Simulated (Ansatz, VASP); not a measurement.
**SnO: VASP beside Ansatz**

```
Sn O
1.0
     3.83670    0.00000    0.00000
     0.00000    3.83670    0.00000
     0.00000    0.00000    4.76052
Sn O
2 2
Direct
  0.50000 0.00000 0.24340
  0.00000 0.50000 0.75660
  0.00000 0.00000 0.00000
  0.50000 0.50000 0.00000
```

Alike in both runs: functional PBE; dispersion D3(BJ); k mesh 10 × 10 × 8; occupations gaussian, width 0.02 eV; no spin polarisation.

Ansatz relaxed the structure, and its values are those at the end. VASP's run is a single point on that final structure, the one shown.

|  | VASP | Ansatz |
| --- | --- | --- |
| version | VASP 6.6.1 | Ansatz 0.2.0 |
| potentials or method | VASP PAW PBE potentials, release 64 (Sn_d, O) | scalar-relativistic, plane waves, PAW |
| plane-wave cutoff (eV) | 520 | 420 |
| valence electrons in the cell | 40 | 40 |

```csv
,VASP,Ansatz,Ansatz less VASP
pressure (GPa),0.2,0.0,-0.22
rms of the force components (eV/Å),0.032,0.000,-0.0316
```
